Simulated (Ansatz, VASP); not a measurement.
**Cu in VASP and in Ansatz**

The input POSCAR:

```
Cu
1.0
   -1.4427933200      1.4427933200      1.3760814500
    1.4427933200     -1.4427933200      1.3760814500
    1.4427933200      1.4427933200     -1.3760814500
Cu
1
Direct
    0.0000000000      0.0000000000      0.0000000000
```

The input INCAR.step1:

```
SYSTEM = Cu
  PREC = Accurate
  ENCUT = 520
  EDIFF = 1E-5
  ISMEAR = -1
  SIGMA = 0.05
  LREAL = .False.
  LASPH = .True.
  NELM = 60
  ALGO = Normal
  ISIF = 2
  LWAVE = .True.
  LCHARG = .False.
  NBANDS = 12
  GGA = PE
```

INCAR.step2

```
SYSTEM = Cu
  PREC = Accurate
  ENCUT = 520
  EDIFF = 1E-7
  ISMEAR = -1
  SIGMA = 0.05
  LREAL = .False.
  LASPH = .True.
  NELM = 60
  ALGO = Normal
  ISIF = 2
  LWAVE = .False.
  LCHARG = .False.
  GGA = PS
  LHFCALC = .True.
  AEXX = 0.25
  PRECFOCK = Normal
  NBANDS = 12
  ISTART = 1
```

File KPOINTS:

```
Automatic mesh
0
Gamma
  7 7 7
  0 0 0
```

File input:

```
crystal:
  lattice:
    - [-1.44279332, 1.44279332, 1.37608145]
    - [1.44279332, -1.44279332, 1.37608145]
    - [1.44279332, 1.44279332, -1.37608145]
  atoms:
    - { symbol: Cu, position: [0.0, 0.0, 0.0] }
hamiltonian:
  xc: { exchange: pbesol, correlation: pbesol, exx: { coeff: 0.25 } }
  pseudopotentials: { kind: paw }
kpoints:
  mp_grid: { grid: [7, 7, 7] }
scf:
  occupations: { method: fermi_dirac, width: 0.05 }
output:
  forces: true
  stress: true
  eigenvalues: true
```

Alike in both runs: task single point; functional PBEsol-based global hybrid with a share of 0.25 of exact exchange; k mesh 7 × 7 × 7; occupations fermi-dirac, width 0.05 eV; no spin polarisation.

|  | VASP | Ansatz |
| --- | --- | --- |
| version | VASP 6.6.1 | Ansatz 0.2.0 |
| potentials or method | VASP PAW PBE potentials, release 64 (Cu) | Ansatz PAW |
| plane-wave cutoff (eV) | 520 | 420 |
| valence electrons in the cell | 11 | 19 |

Ansatz gave:

```
gap on the k mesh at the Fermi level (eV)                     : none
pressure (GPa)                                                : 1.1
traceless stress, the component that is largest in VASP (GPa) : -3.75
```

Task: What did VASP give for the same quantities?

Result: gap on the k mesh at the Fermi level (eV): none; pressure (GPa): 1.5; traceless stress, the component that is largest in VASP (GPa): -3.74.

VASP's potentials were made for PBE, not for PBEsol-based global hybrid. A gap of «none» marks a metal or a gap that the smearing closes. VASP's potentials hold 11 valence electrons a cell and Ansatz's 19, so a difference there can come from the potentials and not from the codes.

The k mesh is coarse, so the values compare programs but aren't converged.
